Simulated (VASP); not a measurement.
# Co (P6_3/mmc) in VASP: settings compared, part 2 of 2

VASP 6.6.1. The steps go on from the part before.

## 5. Single point, PBEsol, collinear spin, ferromagnetic start (10.26 Å³/atom)

This run uses another cell than the first one, of 10.26 Å³/atom.

Contents of INCAR:

```
SYSTEM = Co
  PREC = Accurate
  ENCUT = 520
  EDIFF = 1E-6
  ISMEAR = -1
  SIGMA = 0.05
  LREAL = .FALSE.
  LASPH = .TRUE.
  NELM = 150
  ALGO = Normal
  ISIF = 2
  LWAVE = .FALSE.
  LCHARG = .TRUE.
  ISPIN = 2
  MAGMOM = 2 2 2 2
  LORBIT = 11
  LMAXMIX = 4
  GGA = PS
  LELF = .TRUE.
  LVHAR = .TRUE.
  NBANDS = 30
```

Contents of KPOINTS:

```
regular mesh
0
G
  12 12 4
  0 0 0
```

Contents of POSCAR:

```
Co
1.0
    2.4371717178      0.0000000000      0.0000000000
   -1.2185858589      2.1106526210      0.0000000000
    0.0000000000      0.0000000000      7.9789199430
Co
4
Direct
    0.6666666667      0.3333333333      0.7500000000
    0.0000000000      0.0000000000      0.5000000000
    0.3333333333      0.6666666667      0.2500000000
    0.0000000000      0.0000000000      0.0000000000
```

Command:

```bash
> cat potpaw_PBE.64/Co/POTCAR > POTCAR
> mpirun -np 1 vasp_std > vasp.out
```

It took 5.5 min on 1 thread of AMD EPYC 7R13, shared host; peak memory 0.2 GiB.

Results (log left out):

- Free energy: -30.9119 eV
- Pressure: 2.4 GPa
- Net moment: 6.32 μB per cell
- Site moments: Co +1.59, +1.57 (each value once) μB
- Valence electrons inside the program's atomic spheres: Co 8.38, 8.39 (each value once)

Stress tensor (GPa, compression positive):
```
 3.66  0.00  0.00
 0.00  3.66  0.00
 0.00  0.00 -0.22
```

Levels at points of the mesh, in eV from the Fermi level:
Spin up:
```
           k point  band 17  band 18  band 19  band 20  band 21  band 22  band 23  band 24  band 25  band 26
(0.00, 0.00, 0.00)    -1.78    -1.43    -1.43    -1.10    -1.10    -0.68    -0.68    -0.38     6.61    15.24
(0.50, 0.00, 0.00)    -0.51    -0.42    -0.42    -0.40     0.24     1.38     2.66     3.29     7.41     7.43
(0.00, 0.00, 0.50)    -1.59    -1.59    -1.59    -1.59    -0.86    -0.86    -0.86    -0.86     9.63     9.63
(0.50, 0.00, 0.50)    -0.56    -0.56    -0.43    -0.43     1.35     1.35     2.95     2.95     7.73     7.73
```
Spin down:
```tsv
k point	band 10	band 11	band 12	band 13	band 14	band 15	band 16	band 17	band 18	band 19
(0.00, 0.00, 0.00)	-1.23	-1.23	-0.93	-0.93	-0.88	-0.88	-0.33	0.02	0.02	0.40
(0.50, 0.00, 0.00)	-1.24	-0.89	-0.13	-0.11	0.55	1.24	1.26	1.27	1.31	1.38
(0.00, 0.00, 0.50)	-1.15	-1.15	-1.15	-1.03	-1.03	-1.03	-1.03	0.21	0.21	0.21
(0.50, 0.00, 0.50)	-0.94	-0.91	-0.91	-0.26	-0.26	0.84	0.84	1.26	1.26	1.38
```

Caveat: the PAW data sets were made with another functional, which shifts forces and pressure a little.

## 6. Single point, PBE+D3(BJ), collinear spin, ferromagnetic start

This run uses another cell than the first one, of 10.60 Å³/atom.

Contents of INCAR:

```
  ALGO = Normal
  EDIFF = 1E-7
  ENCUT = 520
  GGA = PE
  ISIF = 2
  ISMEAR = -1
  ISPIN = 2
  IVDW = 12
  LASPH = True
  LCHARG = True
  LELF = True
  LMAXMIX = 4
  LORBIT = 11
  LREAL = False
  LVHAR = True
  LWAVE = False
  MAGMOM = 2 2 2 2
  NBANDS = 30
  NELM = 150
  PREC = Accurate
  SIGMA = 0.05
```

Contents of KPOINTS:

```
k-points
0
Gamma
  12 12 4
```

Contents of POSCAR:

```
Co
1.0
    2.4736145090      0.0000000000      0.0000000000
   -1.2368072545      2.1422130040      0.0000000000
    0.0000000000      0.0000000000      7.9997828280
Co
4
Direct
    0.6666666667      0.3333333333      0.7500000000
    0.0000000000      0.0000000000      0.5000000000
    0.3333333333      0.6666666667      0.2500000000
    0.0000000000      0.0000000000      0.0000000000
```

Potentials or basis: VASP PAW PBE potentials, release 64 (Co).

Command:

```bash
> cat potpaw_PBE.64/Co/POTCAR > POTCAR
> mpirun -np 1 vasp_std > vasp.out
```

OUTCAR:

```text
EDIFF = 1E-7
   ENCUT = 520
   GGA = PE
   ISIF = 2
   ISMEAR = -1
   ISPIN = 2
   IVDW = 12
   LASPH = True
   LORBIT = 11
   LREAL = False
   NELM = 150
   PREC = Accurate
 IVDW          = 12

 ion  position               nearest neighbor table
   1  0.667  0.333  0.750-   2 2.46   4 2.46   2 2.46   4 2.46   2 2.46   4 2.46
   2  0.000  0.000  0.500-   1 2.46   3 2.46   1 2.46   3 2.46   1 2.46   3 2.46
   3  0.333  0.667  0.250-   2 2.46   4 2.46   2 2.46   4 2.46   2 2.46   4 2.46
   4  0.000  0.000  0.000-   1 2.46   3 2.46   1 2.46   3 2.46   1 2.46   3 2.46

  LATTYP: Found a hexagonal cell.
 ALAT       =     2.4736145090
 C/A-ratio  =     3.2340458867

  Lattice vectors:

 A1 = (   2.4736145090,   0.0000000000,   0.0000000000)
 A2 = (  -1.2368072545,   2.1422130040,   0.0000000000)
 A3 = (   0.0000000000,   0.0000000000,   7.9997828280)

[... 1792 lines left out ...]

------------------------ aborting loop because EDIFF is reached ----------------------------------------

 Edisp (eV)   -1.70845

 E8    (eV) :    -0.7498

  FORCE on cell =-STRESS in cart. coord.  units (eV):
  Direction    XX          YY          ZZ          XY          YZ          ZX
  --------------------------------------------------------------------------------------
  -------------------------------------------------------------------------------------
  Total      -0.24301    -0.24301    -0.26359     0.00000     0.00000     0.00000
  in kB      -9.18449    -9.18449    -9.96237     0.00000     0.00000     0.00000
  external pressure =       -9.44 kB  Pullay stress =        0.00 kB

 VOLUME and BASIS-vectors are now :
 -----------------------------------------------------------------------------
  energy-cutoff  :      520.00
  volume of cell :       42.39
      direct lattice vectors                 reciprocal lattice vectors
     2.473614509  0.000000000  0.000000000     0.404266710  0.233403494  0.000000000
    -1.236807254  2.142213004  0.000000000     0.000000000  0.466806988  0.000000000
     0.000000000  0.000000000  7.999782828     0.000000000  0.000000000  0.125003393

 POSITION                                       TOTAL-FORCE (eV/Angst)
 -----------------------------------------------------------------------------------
      1.23681      0.71407      5.99984         0.000000     -0.000000     -0.000000
      0.00000      0.00000      3.99989        -0.000000      0.000000      0.000000
     -0.00000      1.42814      1.99995        -0.000000      0.000000      0.000000
      0.00000      0.00000      0.00000         0.000000      0.000000      0.000000
 -----------------------------------------------------------------------------------
    total drift:                                0.000000     -0.000000      0.000000

  FREE ENERGIE OF THE ION-ELECTRON SYSTEM (eV)
  ---------------------------------------------------
  free  energy   TOTEN  =       -29.8204034537 eV

  energy  without entropy=      -29.7874433241  energy(sigma->0) =      -29.80392339

 total charge

# of ion       s       p       d       tot
------------------------------------------
    1        0.500   0.546   7.270   8.316
    2        0.501   0.542   7.278   8.322
    3        0.500   0.546   7.270   8.316
    4        0.501   0.542   7.278   8.322
--------------------------------------------------
tot          2.002   2.177  29.097  33.276

 magnetization (x)

# of ion       s       p       d       tot
------------------------------------------
    1       -0.013  -0.051   1.721   1.657
    2       -0.013  -0.049   1.700   1.638
    3       -0.013  -0.051   1.721   1.657
    4       -0.013  -0.049   1.700   1.638
--------------------------------------------------
tot         -0.053  -0.200   6.842   6.589
```

It took 6.7 min on 1 thread of AMD EPYC 7R13, shared host; peak memory 0.21 GiB.

Results:

| Property | Result |
| --- | --- |
| Free energy | -29.8204 eV |
| Pressure | -0.9 GPa |
| Net moment | 6.54 μB per cell |
| Site moments | Co +1.66, +1.64 (each value once) μB |
| Valence electrons inside the program's atomic spheres | Co 8.32 |
| Dispersion energy per atom | -0.427 eV |

## 7. Overview

| level | cell | cutoff (eV) | gap on the mesh (eV) | pressure (GPa) | moment (μB) |
| --- | --- | --- | --- | --- | --- |
| r2SCAN+D3(BJ) | a = 2.454, b = 2.454, c = 8.034 Å, angles 90.0, 90.0, 120.0°, 4 atoms | 520 | none | 1.5 | 7.04 |
| r2SCAN+D3(BJ) | a = 2.471, b = 2.471, c = 8.088 Å, angles 90.0, 90.0, 120.0°, 4 atoms | 520 | none | -3.3 | 7.06 |
| b88 exchange, pbe correlation | a = 2.471, b = 2.471, c = 8.088 Å, angles 90.0, 90.0, 120.0°, 4 atoms | 600 | none | 3.2 | 6.54 |
| PBEsol | a = 2.437, b = 2.437, c = 7.979 Å, angles 90.0, 90.0, 120.0°, 4 atoms | 520 | none | 2.4 | 6.32 |
| PBE+D3(BJ) | a = 2.474, b = 2.474, c = 8.000 Å, angles 90.0, 90.0, 120.0°, 4 atoms | 520 | none | -0.9 | 6.54 |

Alike in all rows: task single point; potentials or basis VASP PAW PBE potentials, release 64 (Co); spin collinear, ferromagnetic start; k mesh 12 × 12 × 4; smearing fermi-dirac 0.05 eV.

Caveats: the PAW data sets were made with another functional, which shifts forces and pressure a little (at least some runs); the cell stands under tension (at least some runs); the cell stands under pressure (at least some runs).

Total energies depend on the potentials used, so only differences within one code and one set of settings carry meaning.
